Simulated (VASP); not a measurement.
# GaN in VASP: a series of runs

GaN is run at these levels: PBE; tasks: single point.

All numbers are computed with VASP 6.6.1; they aren't measurements. Logs are shortened: lines on timing, memory, paths and dates and some standing lists are left out, and cuts for length are marked.

### 1 The cell of the first run

Symmetry: P6_3mc, No. 186, hexagonal system. Conventional cell: a = 3.217 Å, b = 3.217 Å, c = 4.762 Å, α = 90.00°, β = 90.00°, γ = 120.00°. Ga (site symmetry 3m) has 4 N at 1.90 to 1.92 Å within 2.5 Å. N (site symmetry 3m) has 4 Ga at 1.90 to 1.92 Å within 2.5 Å.

### 2 Single point, PBE (strained)

Contents of INCAR:

```
PREC = Accurate
ENCUT = 520
EDIFF = 1E-7
ISMEAR = 0
SIGMA = 0.02
LREAL = False
LASPH = True
NELM = 60
ALGO = Normal
ISIF = 2
LWAVE = False
LCHARG = True
GGA = PE
LELF = True
LVHAR = True
NBANDS = 26
```

Contents of KPOINTS:

```
regular mesh
0
Gamma
  12 12 6
```

Contents of POSCAR:

```
GaN
1.0
    3.2173010565      0.0000000000      0.0000000000
   -1.6086505283      2.7862644465      0.0000000000
    0.0000000000      0.0000000000      4.7616571800
Ga N
2 2
Direct
    0.3333333333      0.6666666667     -0.0116144019
    0.6666666667      0.3333333333      0.4883855981
    0.3333333333      0.6666666667      0.3866144019
    0.6666666667      0.3333333333      0.8866144019
```

Potentials or basis: VASP PAW PBE potentials, release 64 (Ga_d, N).

Command:

```bash
$ cat potpaw_PBE.64/Ga_d/POTCAR potpaw_PBE.64/N/POTCAR > POTCAR
$ mpirun -np 1 vasp_std > vasp.out
```

OUTCAR:

```text
PREC = Accurate
   ENCUT = 520
   EDIFF = 1E-7
   ISMEAR = 0
   LREAL = False
   LASPH = True
   NELM = 60
   ISIF = 2
   GGA = PE

 ion  position               nearest neighbor table
   1  0.333  0.667  0.988-   3 1.90   4 1.92   4 1.92   4 1.92
   2  0.667  0.333  0.488-   4 1.90   3 1.92   3 1.92   3 1.92
   3  0.333  0.667  0.387-   1 1.90   2 1.92   2 1.92   2 1.92
   4  0.667  0.333  0.887-   2 1.90   1 1.92   1 1.92   1 1.92

  LATTYP: Found a hexagonal cell.
 ALAT       =     3.2173010565
 C/A-ratio  =     1.4800160434

  Lattice vectors:

 A1 = (   3.2173010565,   0.0000000000,   0.0000000000)
 A2 = (  -1.6086505283,   2.7862644465,   0.0000000000)
 A3 = (   0.0000000000,   0.0000000000,   4.7616571800)

Analysis of symmetry for initial positions (statically):
=====================================================================
 Subroutine PRICEL returns:
 Original cell was already a primitive cell.

 Routine SETGRP: Setting up the symmetry group for a
 hexagonal supercell.

 Subroutine GETGRP returns: Found 12 space group operations
 (whereof  6 operations were pure point group operations)
 out of a pool of 24 trial point group operations.

The static configuration has the point symmetry C_3v.
 The point group associated with its full space group is C_6v.

Analysis of symmetry for dynamics (positions and initial velocities):
=====================================================================
 Subroutine PRICEL returns:
 Original cell was already a primitive cell.

 Routine SETGRP: Setting up the symmetry group for a
 hexagonal supercell.

 Subroutine GETGRP returns: Found 12 space group operations
 (whereof  6 operations were pure point group operations)
 out of a pool of 24 trial point group operations.

The dynamic configuration has the point symmetry C_3v.
 The point group associated with its full space group is C_6v.

 Subroutine INISYM returns: Found 12 space group operations
 (whereof  6 operations are pure point group operations),
 and found     1 'primitive' translations

----------------------------------------------------------------------------------------

                                     Primitive cell

  volume of cell :      42.6847

  direct lattice vectors                    reciprocal lattice vectors
     3.217301057  0.000000000  0.000000000     0.310819529  0.179451739  0.000000000
[... 90 lines left out ...]
   EDIFF  = 0.1E-06   stopping-criterion for ELM
   LREAL  =      F    real-space projection
   EDIFFG = 0.1E-05   stopping-criterion for IOM
   NSW    =      0    number of steps for IOM
   IBRION =     -1    ionic relax: 0-MD 1-quasi-New 2-CG
   NFREE  =      0    steps in history (QN), initial steepest desc. (CG)
   ISIF   =      2    stress and relaxation
   ISYM   =      2    0-nonsym 1-usesym 2-fastsym
   POTIM  = 0.5000    time-step for ionic-motion
   TEBEG  =    0.0;   TEEND  =   0.0 temperature during run
   PSTRESS=    0.0 pullay stress
   NELECT =      36.0000    total number of electrons
   NUPDOWN=      -1.0000    fix difference up-down
   EMIN   =  10.00;   EMAX   =-10.00  energy-range for DOS
   EFERMI =   0.00;   METHOD = LEGACY
   ISMEAR =     0;   SIGMA  =   0.02  broadening in eV -4-tet -1-fermi 0-gaus
   EFERMI_NEDOS =   21; number of points for ismear=-14 and -15
   IALGO  =     38    algorithm
   IMIX   =      4    mixing-type and parameters
     AMIX     =   0.40;   BMIX     =  1.00
     AMIX_MAG =   1.60;   BMIX_MAG =  1.00
  volume/ion in A,a.u.               =      10.67        72.01
  Fermi-wavevector in a.u.,A,eV,Ry     =   1.546743  2.922921 32.550785  2.392415
  Thomas-Fermi vector in A             =   2.651936
   LORBIT       =      0    0 simple, 1 ext, 2 COOP (PROOUT), +10 PAW based schemes
   GGA     = PE    functional components
   LHFCALC =     F    Hartree Fock is set to
   AEXX    =    0.0000 exact exchange contribution
   IVDW    =     0    specifies the selected vdW correction
   LEPSILON=     F    determine dielectric tensor
   LRPA    =     F    only Hartree local field effects (RPA)
 non-spin polarized calculation
 Gauss-broadening in eV      SIGMA  =   0.02
  energy-cutoff  :      520.00
  volume of cell :       42.68
 maximum number of plane-waves:      1176
 NGX is ok and might be reduce to    24
   NGX = 11   NGY = 11   NGZ = 17

 number of electron      35.9999971 magnetization

 Free energy of the ion-electron system (eV)
  ---------------------------------------------------
  ext. energy  EPLUGINS =         0.00000000
  ---------------------------------------------------
  free energy    TOTEN  =       -23.84973336 eV

  energy without entropy =      -23.84973336  energy(sigma->0) =      -23.84973336

 E-fermi :   6.4991     XC(G=0): -12.0376

 val. band max:        6.3543744564   @ k =   0.0000   0.0000   0.0000
 cond. band min:       8.4852777757   @ k =   0.0000   0.0000   0.0000
 fundamental gap:      2.1309033193
 Fermi energy:         6.4990880931

 k-point     1 :       0.0000    0.0000    0.0000
  band No.  band energies     occupation
      1     -10.4846      2.00000
      2      -9.2853      2.00000
      3      -7.4119      2.00000
      4      -7.4119      2.00000
      5      -7.3675      2.00000
      6      -7.3331      2.00000
[... 685 lines left out ...]
     25      17.7843      0.00000
     26      19.4163      0.00000

 [... further k-points ...]

------------------------ aborting loop because EDIFF is reached ----------------------------------------

  FORCE on cell =-STRESS in cart. coord.  units (eV):
  Direction    XX          YY          ZZ          XY          YZ          ZX
  --------------------------------------------------------------------------------------
  -------------------------------------------------------------------------------------
  Total        3.1464079      3.1464079      9.6996714     -0.0000000      0.0000000      0.0000000
  in kB      118.1009663    118.1009663    364.0788447     -0.0000000      0.0000000      0.0000000
  external PRESSURE =     200.0935924 kB  Pullay stress =       0.0000000 kB

 VOLUME and BASIS-vectors are now :
 -----------------------------------------------------------------------------
  energy-cutoff  :      520.00
  volume of cell :       42.68
      direct lattice vectors                 reciprocal lattice vectors
     3.217301057  0.000000000  0.000000000     0.310819529  0.179451739  0.000000000
    -1.608650528  2.786264447  0.000000000     0.000000000  0.358903478  0.000000000
     0.000000000  0.000000000  4.761657180     0.000000000  0.000000000  0.210010919

 POSITION                                       TOTAL-FORCE (eV/Angst)
 -----------------------------------------------------------------------------------
     -0.00000      1.85751      4.70635         0.000000      0.000000     -0.083901
      1.60865      0.92875      2.32552        -0.000000      0.000000     -0.083901
     -0.00000      1.85751      1.84093        -0.000000     -0.000000      0.083901
      1.60865      0.92875      4.22175         0.000000      0.000000      0.083901
 -----------------------------------------------------------------------------------
    total drift:                               -0.000000     -0.000000      0.000341

  FREE ENERGIE OF THE ION-ELECTRON SYSTEM (eV)
  ---------------------------------------------------
  free  energy   TOTEN  =       -23.8497333586 eV

  energy  without entropy=      -23.8497333586  energy(sigma->0) =      -23.84973336
```

It took 26 s on 1 thread of Intel Xeon 6975P-C (Granite Rapids), shared host; peak memory 0.2 GiB.

What came out:

```yaml
Free_energy: -23.8497 eV
Pressure: 20.0 GPa
Largest_force: 0.084 eV/Å
Band_gap_on_the_k_mesh: 2.13 eV, direct
```

Forces on the atoms (eV/Å):
```
Ga   0.000  0.000 -0.084
Ga   0.000  0.000 -0.084
N    0.000  0.000  0.084
N    0.000  0.000  0.084
```

Levels at points of the mesh, in eV from the valence-band top:
```csv
k point,band 14,band 15,band 16,band 17,band 18,band 19,band 20,band 21,band 22,band 23
"(0.00, 0.00, 0.00)",-1.82,-1.82,-0.42,-0.42,0.00,2.13,3.33,9.15,9.15,10.11
"(0.50, 0.00, 0.00)",-5.54,-4.60,-3.69,-2.46,-1.42,4.23,5.74,6.72,8.88,10.79
"(0.00, 0.00, 0.50)",-3.61,-1.13,-1.13,-1.13,-1.13,4.11,4.11,8.94,8.94,9.64
"(0.50, 0.00, 0.50)",-7.29,-2.65,-2.65,-1.72,-1.72,4.54,4.54,8.01,8.01,10.14
```

Caveat: the cell differs from its parent crystal (strained).

### 3 Single point, PBE (strained and its atoms moved)

Contents of INCAR:

```
SYSTEM = GaN
PREC = Accurate
ENCUT = 520
EDIFF = 1E-7
ISMEAR = 0
SIGMA = 0.02
LREAL = .False.
LASPH = .True.
NELM = 60
ALGO = Normal
ISIF = 2
LWAVE = .False.
LCHARG = .True.
GGA = PE
LELF = .True.
LVHAR = .True.
NBANDS = 26
```

Contents of KPOINTS:

```
Automatic mesh
0
Gamma
  12 12 6
  0 0 0
```

Contents of POSCAR:

```
GaN
1.0
    3.1580576628      0.0000000000      0.0000000000
   -1.5790288315      2.7349581626      0.0000000000
    0.0000000000      0.0000000000      5.5952946000
Ga N
2 2
Direct
    0.3333333333      0.6666666667     -0.0116144019
    0.6666666667      0.3333333333      0.4883855981
    0.3333333333      0.6666666667      0.3866144019
    0.6666666667      0.3333333333      0.8866144019
```

Potentials or basis: VASP PAW PBE potentials, release 64 (Ga_d, N).

Command:

```bash
$ cat potpaw_PBE.64/Ga_d/POTCAR potpaw_PBE.64/N/POTCAR > POTCAR
$ mpirun -np 1 vasp_std > vasp.out
```

OUTCAR:

```text
SYSTEM = GaN
   PREC = Accurate
   ENCUT = 520
   EDIFF = 1E-7
   ISMEAR = 0
   LREAL = .False.
   LASPH = .True.
   NELM = 60
   ISIF = 2
   GGA = PE

 ion  position               nearest neighbor table
   1  0.333  0.667  0.988-   4 1.91   4 1.91   4 1.91   3 2.23
   2  0.667  0.333  0.488-   3 1.91   3 1.91   3 1.91   4 2.23
   3  0.333  0.667  0.387-   2 1.91   2 1.91   2 1.91   1 2.23
   4  0.667  0.333  0.887-   1 1.91   1 1.91   1 1.91   2 2.23

  LATTYP: Found a hexagonal cell.
 ALAT       =     3.1580576628
 C/A-ratio  =     1.7717518796
[... 896 lines left out ...]
  Direction    XX          YY          ZZ          XY          YZ          ZX
  --------------------------------------------------------------------------------------
  -------------------------------------------------------------------------------------
  Total        2.9478932      2.9478932     -4.7600128     -0.0000000     -0.0000000      0.0000000
  in kB       97.7301639     97.7301639   -157.8065415     -0.0000000     -0.0000000      0.0000000
  external PRESSURE =      12.5512621 kB  Pullay stress =       0.0000000 kB

 VOLUME and BASIS-vectors are now :
 -----------------------------------------------------------------------------
  energy-cutoff  :      520.00
  volume of cell :       48.33
      direct lattice vectors                 reciprocal lattice vectors
     3.158057663  0.000000000  0.000000000     0.316650330  0.182818153  0.000000000
    -1.579028832  2.734958163  0.000000000     0.000000000  0.365636306  0.000000000
     0.000000000  0.000000000  5.595294600     0.000000000  0.000000000  0.178721599

 POSITION                                       TOTAL-FORCE (eV/Angst)
 -----------------------------------------------------------------------------------
     -0.00000      1.82331      5.53031        -0.000000      0.000000      0.885993
      1.57903      0.91165      2.73266         0.000000     -0.000000      0.885993
     -0.00000      1.82331      2.16322        -0.000000      0.000000     -0.885993
      1.57903      0.91165      4.96087         0.000000     -0.000000     -0.885993
 -----------------------------------------------------------------------------------
    total drift:                               -0.000000     -0.000000     -0.000734

  FREE ENERGIE OF THE ION-ELECTRON SYSTEM (eV)
  ---------------------------------------------------
  free  energy   TOTEN  =       -23.9432175546 eV

  energy  without entropy=      -23.9432175546  energy(sigma->0) =      -23.94321755
```

stdout:

```text
POSCAR found type information on POSCAR GaN
 POSCAR found :  2 types and       4 ions
 scaLAPACK will be used
 LDA part: xc-table for (Slater+PW92), standard interpolation
 POSCAR, INCAR and KPOINTS ok, starting setup
 FFT: planning ... GRIDC
 FFT: planning ... GRID_SOFT
 FFT: planning ... GRID
 WAVECAR not read
 entering main loop
```

Run time: 36 s. Hardware: 1 thread of Intel Xeon 6975P-C (Granite Rapids), shared host; peak memory 0.21 GiB.

Results:

* Free energy: -23.9432 eV
* Pressure: 1.3 GPa
* Largest force: 0.886 eV/Å
* Band gap on the k mesh: 1.48 eV, direct

Forces in eV/Å, atoms in the order of the input:
```
Ga   0.000  0.000  0.886
Ga   0.000  0.000  0.886
N    0.000  0.000 -0.886
N    0.000  0.000 -0.886
```

Stress tensor (GPa, compression positive):
```
  9.77   0.00   0.00
  0.00   9.77   0.00
  0.00   0.00 -15.78
```

Caveat: the cell differs from its parent crystal (strained and its atoms moved).

(Continued in part 2 of 2.)
